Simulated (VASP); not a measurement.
# Cu in VASP: notebook

Runs on Cu. Level: PBEsol. Tasks: single point.

All numbers are computed with VASP 6.6.1; they aren't measurements. Logs are shortened: lines on timing, memory, paths and dates and some standing lists are left out, and cuts for length are marked.

## Step 1: The cell of the first run

The cell holds a slab with vacuum, 7 atoms: a = 2.520 Å, b = 2.520 Å, c = 28.345 Å, α = 90.00°, β = 90.00°, γ = 120.00°.

## Step 2: Single point, PBEsol

The input, INCAR:

```
ALGO = Normal
DIPOL = 0.5 0.5 0.500
EDIFF = 1E-6
ENCUT = 520
GGA = PS
IDIPOL = 3
ISIF = 2
ISMEAR = -1
LASPH = T
LCHARG = F
LDIPOL = T
LREAL = F
LWAVE = F
NBANDS = 48
NELM = 60
PREC = Accurate
SIGMA = 0.1
```

The input, KPOINTS:

```
k-points
0
Gamma
  18 18 1
```

The input, POSCAR:

```
Cu
1.0
    2.5198192011      0.0000000000      0.0000000000
   -1.2599096006      2.1822274411      0.0000000000
    0.0000000000      0.0000000000     28.3445000000
Cu
7
Direct
    0.0000000000      0.0000000000      0.2833270364
    0.3333333333      0.6666666667      0.3551898818
    0.6666666667      0.3333333333      0.4274882412
    0.0000000000      0.0000000000      0.4999999859
    0.3333333333      0.6666666667      0.5725117428
    0.6666666667      0.3333333333      0.6448101232
    0.0000000000      0.0000000000      0.7166729885
```

Potentials or basis: VASP PAW PBE potentials, release 64 (Cu).

Launch:

```
$ cat potpaw_PBE.64/Cu/POTCAR > POTCAR
$ mpirun -np 1 vasp_std > vasp.out
```

OUTCAR:

```text
EDIFF = 1E-6
   ENCUT = 520
   GGA = PS
   ISIF = 2
   ISMEAR = -1
   LASPH = T
   LREAL = F
   NELM = 60
   PREC = Accurate

 ion  position               nearest neighbor table
   1  0.000  0.000  0.283-   2 2.50   2 2.50   2 2.50
   2  0.333  0.667  0.355-   1 2.50   1 2.50   1 2.50   3 2.51   3 2.51   3 2.51
   3  0.667  0.333  0.427-   2 2.51   2 2.51   2 2.51   4 2.52   4 2.52   4 2.52
   4  0.000  0.000  0.500-   3 2.52   3 2.52   3 2.52   5 2.52   5 2.52   5 2.52
   5  0.333  0.667  0.573-   6 2.51   6 2.51   6 2.51   4 2.52   4 2.52   4 2.52
   6  0.667  0.333  0.645-   7 2.50   7 2.50   7 2.50   5 2.51   5 2.51   5 2.51
   7  0.000  0.000  0.717-   6 2.50   6 2.50   6 2.50

  LATTYP: Found a hexagonal cell.
 ALAT       =     2.5198192011
 C/A-ratio  =    11.2486244996

  Lattice vectors:

 A1 = (   2.5198192011,   0.0000000000,   0.0000000000)
 A2 = (  -1.2599096006,   2.1822274411,   0.0000000000)
 A3 = (   0.0000000000,   0.0000000000,  28.3445000000)

Analysis of symmetry for initial positions (statically):
=====================================================================
 Subroutine PRICEL returns:
 Original cell was already a primitive cell.

 Routine SETGRP: Setting up the symmetry group for a
 hexagonal supercell.

 Subroutine GETGRP returns: Found 12 space group operations
 (whereof 12 operations were pure point group operations)
 out of a pool of 24 trial point group operations.

The static configuration has the point symmetry D_3d.

Analysis of symmetry for dynamics (positions and initial velocities):
=====================================================================
 Subroutine PRICEL returns:
 Original cell was already a primitive cell.

 Routine SETGRP: Setting up the symmetry group for a
 hexagonal supercell.

 Subroutine GETGRP returns: Found 12 space group operations
 (whereof 12 operations were pure point group operations)
 out of a pool of 24 trial point group operations.

The dynamic configuration has the point symmetry D_3d.

 Subroutine INISYM returns: Found 12 space group operations
 (whereof 12 operations are pure point group operations),
 and found     1 'primitive' translations

----------------------------------------------------------------------------------------

                                     Primitive cell

  volume of cell :     155.8613

  direct lattice vectors                    reciprocal lattice vectors
     2.519819201  0.000000000  0.000000000     0.396853869  0.229123688  0.000000000
    -1.259909601  2.182227441  0.000000000     0.000000000  0.458247377  0.000000000
     0.000000000  0.000000000 28.344500000     0.000000000  0.000000000  0.035280213

  length of vectors
     2.519819201  2.519819201 28.344500000     0.458247377  0.458247377  0.035280213

  position of ions in fractional coordinates (direct lattice)
     0.000000000  0.000000000  0.283327036
     0.333333333  0.666666667  0.355189882
     0.666666667  0.333333333  0.427488241
     0.000000000  0.000000000  0.499999986
     0.333333333  0.666666667  0.572511743
     0.666666667  0.333333333  0.644810123
     0.000000000  0.000000000  0.716672989

  ion indices of the primitive-cell ions
   primitive index   ion index
                 1           1
                 2           2
                 3           3
                 4           4
                 5           5
                 6           6
                 7           7

----------------------------------------------------------------------------------------

 KPOINTS: k-points

Automatic generation of k-mesh.
 Grid dimensions read from file:
 generate k-points for:   18   18    1

 Generating k-lattice:

  Cartesian coordinates                     Fractional coordinates (reciprocal lattice)
     0.022047437  0.012729094  0.000000000     0.055555556  0.000000000  0.000000000
     0.000000000  0.025458188  0.000000000     0.000000000  0.055555556  0.000000000
     0.000000000  0.000000000  0.035280213     0.000000000  0.000000000  1.000000000

  Length of vectors
     0.025458188  0.025458188  0.035280213

  Shift w.r.t. Gamma in fractional coordinates (k-lattice)
     0.000000000  0.000000000  0.000000000

 Subroutine IBZKPT returns following result:
 ===========================================

 Found     37 irreducible k-points:

 Following reciprocal coordinates:
            Coordinates               Weight
  0.000000  0.000000  0.000000      1.000000
  0.055556 -0.000000  0.000000      6.000000
  0.111111 -0.000000  0.000000      6.000000
  0.166667  0.000000  0.000000      6.000000
  0.222222  0.000000  0.000000      6.000000
  0.277778 -0.000000  0.000000      6.000000
[... 16 lines left out ...]
  0.333333  0.111111  0.000000     12.000000
  0.388889  0.111111  0.000000     12.000000
 [... further k-points ...]
   k-points           NKPTS =     37   k-points in BZ     NKDIM =     37   number of bands    NBANDS=     48
   number of dos      NEDOS =    301   number of ions     NIONS =      7
   total plane-waves  NPLWV =  86400
   dimension x,y,z NGX =    20 NGY =   20 NGZ =  216
   dimension x,y,z NGXF=    40 NGYF=   40 NGZF=  432
   ions per type =               7
   NGX,Y,Z   is equivalent  to a cutoff of  13.20, 13.20, 12.67 a.u.
   NGXF,Y,Z  is equivalent  to a cutoff of  26.39, 26.39, 25.34 a.u.
 SYSTEM =  unknown system
   PREC   = accura    normal or accurate (medium, high low for compatibility)
   ISTART =      0    job   : 0-new  1-cont  2-samecut
   ICHARG =      2    charge: 1-file 2-atom 10-const
   ISPIN  =      1    spin polarized calculation?
   LNONCOLLINEAR =      F non collinear calculations
   LSORBIT =      F    spin-orbit coupling
   LASPH  =      T    aspherical Exc in radial PAW
   ENCUT  =  520.0 eV  38.22 Ry    6.18 a.u.   4.69  4.69 52.70*2*pi/ulx,y,z
   NELM   =     60;   NELMIN=  2; NELMDL= -5     # of ELM steps
   EDIFF  = 0.1E-05   stopping-criterion for ELM
   LREAL  =      F    real-space projection
   EDIFFG = 0.1E-04   stopping-criterion for IOM
   NSW    =      0    number of steps for IOM
   IBRION =     -1    ionic relax: 0-MD 1-quasi-New 2-CG
   NFREE  =      0    steps in history (QN), initial steepest desc. (CG)
   ISIF   =      2    stress and relaxation
   ISYM   =      2    0-nonsym 1-usesym 2-fastsym
   POTIM  = 0.5000    time-step for ionic-motion
   TEBEG  =    0.0;   TEEND  =   0.0 temperature during run
   PSTRESS=    0.0 pullay stress
   NELECT =      77.0000    total number of electrons
   NUPDOWN=      -1.0000    fix difference up-down
   EMIN   =  10.00;   EMAX   =-10.00  energy-range for DOS
   EFERMI =   0.00;   METHOD = LEGACY
   ISMEAR =    -1;   SIGMA  =   0.10  broadening in eV -4-tet -1-fermi 0-gaus
   EFERMI_NEDOS =   21; number of points for ismear=-14 and -15
   IALGO  =     38    algorithm
   IMIX   =      4    mixing-type and parameters
     AMIX     =   0.40;   BMIX     =  1.00
     AMIX_MAG =   1.60;   BMIX_MAG =  1.00
  volume/ion in A,a.u.               =      22.27       150.26
  Fermi-wavevector in a.u.,A,eV,Ry     =   1.294173  2.445632 22.788178  1.674884
  Thomas-Fermi vector in A             =   2.425772
   LORBIT       =      0    0 simple, 1 ext, 2 COOP (PROOUT), +10 PAW based schemes
   GGA     = PS    functional components
   LHFCALC =     F    Hartree Fock is set to
   AEXX    =    0.0000 exact exchange contribution
   IVDW    =     0    specifies the selected vdW correction
   LEPSILON=     F    determine dielectric tensor
   LRPA    =     F    only Hartree local field effects (RPA)
 non-spin polarized calculation
  energy-cutoff  :      520.00
  volume of cell :      155.86
 maximum number of plane-waves:      4233
 NGX is ok and might be reduce to    20
   NGX =  9   NGY =  9   NGZ =105

 dipolmoment           0.000000      0.000000     -0.000000 electrons x Angstroem

 number of electron      76.9999986 magnetization

 dipolmoment           0.000000      0.000000      0.000000 electrons x Angstroem

 Free energy of the ion-electron system (eV)
  ---------------------------------------------------
  ext. energy  EPLUGINS =         0.00000000
  ---------------------------------------------------
  free energy    TOTEN  =       -29.08796240 eV

  energy without entropy =      -29.01049690  energy(sigma->0) =      -29.04922965

 E-fermi :   1.6532     XC(G=0):  -7.3224

 val. band max:        1.6469024090   @ k =   0.4444   0.0556   0.0000
 cond. band min:       1.6639756843   @ k =   0.2778   0.1667   0.0000
 fundamental gap:      0.0170732753
 Fermi energy:         1.6531589231

 k-point     1 :       0.0000    0.0000    0.0000
  band No.  band energies     occupation
      1      -7.9283      2.00000
      2      -7.4348      2.00000
      3      -6.6315      2.00000
      4      -5.6065      2.00000
      5      -4.5857      2.00000
      6      -3.9175      2.00000
[... 40 lines left out ...]
     47       7.6997      0.00000
     48       8.1331      0.00000

 k-point     2 :       0.0556   -0.0000    0.0000
  band No.  band energies     occupation
      1      -7.8256      2.00000
      2      -7.3339      2.00000
      3      -6.5338      2.00000
      4      -5.5136      2.00000
      5      -4.4992      2.00000
      6      -3.8408      2.00000
[... 40 lines left out ...]
     47       7.7913      0.00000
     48       8.2161      0.00000

 k-point     3 :       0.1111   -0.0000    0.0000
  band No.  band energies     occupation
      1      -7.5209      2.00000
      2      -7.0353      2.00000
      3      -6.2459      2.00000
      4      -5.2421      2.00000
      5      -4.2504      2.00000
      6      -3.6220      2.00000
[... 40 lines left out ...]
     47       8.0688      0.00000
     48       8.4663      0.00000

 k-point     4 :       0.1667    0.0000    0.0000
  band No.  band energies     occupation
      1      -7.0249      2.00000
      2      -6.5516      2.00000
      3      -5.7852      2.00000
      4      -4.8186      2.00000
      5      -3.8777      2.00000
      6      -3.3020      2.00000
[... 958 lines left out ...]
     47      10.0957      0.00000
     48      10.3164      0.00000

 k-point    23 :       0.3333    0.1111    0.0000
  band No.  band energies     occupation
      1      -3.8318      2.00000
      2      -3.6322      2.00000
      3      -3.4399      2.00000
      4      -3.2565      2.00000
      5      -3.0135      2.00000
      6      -2.7804      2.00000
[... 40 lines left out ...]
     47       9.4569      0.00000
     48      10.4131      0.00000

 k-point    24 :       0.3889    0.1111    0.0000
  band No.  band energies     occupation
      1      -3.5125      2.00000
      2      -3.3233      2.00000
      3      -3.2882      2.00000
      4      -3.1896      2.00000
      5      -3.0066      2.00000
      6      -2.8585      2.00000
[... 40 lines left out ...]
     47       8.9203      0.00000
     48       9.8887      0.00000

 [... further k-points ...]

------------------------ aborting loop because EDIFF is reached ----------------------------------------

 vacuum level on the upper side and lower side of the slab       (xc-potential included)        -0.134        -0.134

  FORCE on cell =-STRESS in cart. coord.  units (eV):
  Direction    XX          YY          ZZ          XY          YZ          ZX
  --------------------------------------------------------------------------------------
  -------------------------------------------------------------------------------------
  Total       -0.8321362     -0.8321362      0.2648077      0.0000000      0.0000000      0.0000000
  in kB       -8.5539514     -8.5539514      2.7220932      0.0000000      0.0000000      0.0000000
  external PRESSURE =      -4.7952699 kB  Pullay stress =       0.0000000 kB

 VOLUME and BASIS-vectors are now :
 -----------------------------------------------------------------------------
  energy-cutoff  :      520.00
  volume of cell :      155.86
      direct lattice vectors                 reciprocal lattice vectors
     2.519819201  0.000000000  0.000000000     0.396853869  0.229123688  0.000000000
    -1.259909601  2.182227441  0.000000000     0.000000000  0.458247377  0.000000000
     0.000000000  0.000000000 28.344500000     0.000000000  0.000000000  0.035280213

 POSITION                                       TOTAL-FORCE (eV/Angst)
 -----------------------------------------------------------------------------------
      0.00000      0.00000      8.03076         0.000000     -0.000000     -0.026789
     -0.00000      1.45482     10.06768         0.000000     -0.000000      0.000634
      1.25991      0.72741     12.11694        -0.000000     -0.000000      0.000619
      0.00000      0.00000     14.17225         0.000000      0.000000     -0.000000
     -0.00000      1.45482     16.22756        -0.000000      0.000000     -0.000619
      1.25991      0.72741     18.27682        -0.000000      0.000000     -0.000634
      0.00000      0.00000     20.31374        -0.000000      0.000000      0.026789
 -----------------------------------------------------------------------------------
    total drift:                               -0.000000      0.000000      0.000016

  FREE ENERGIE OF THE ION-ELECTRON SYSTEM (eV)
  ---------------------------------------------------
  free  energy   TOTEN  =       -29.0879623952 eV

  energy  without entropy=      -29.0104968964  energy(sigma->0) =      -29.04922965

 vacuum level on the upper side and lower side of the slab         6.463         6.462
```

Wall time 5.2 min (1 thread of Intel Xeon 6975P-C (Granite Rapids), shared host); peak memory 0.38 GiB.

Results:

| Property | Result |
| --- | --- |
| Free energy | -29.0880 eV |
| Largest force | 0.027 eV/Å |
| Band gap on the k mesh | zero (an odd number of electrons rules out a gap without spin polarisation) |

Forces on the atoms (eV/Å):
```
Cu   0.000  0.000 -0.027
Cu   0.000  0.000  0.001
Cu   0.000  0.000  0.001
Cu   0.000  0.000  0.000
Cu   0.000  0.000 -0.001
Cu   0.000  0.000 -0.001
Cu   0.000  0.000  0.027
```

Levels at points of the mesh, in eV from the Fermi level:
```csv
k point,band 36,band 37,band 38,band 39,band 40,band 41,band 42,band 43
"(0.00, 0.00, 0.00)",-1.86,-1.86,-1.69,-1.69,-1.65,-1.65,-0.83,-0.49
"(0.50, 0.00, 0.00)",-0.70,0.03,0.63,1.03,1.27,1.47,1.50,4.15
```

Caveat: the PAW data sets were made with another functional, which shifts forces and pressure a little.

(Continued in part 2 of 2.)
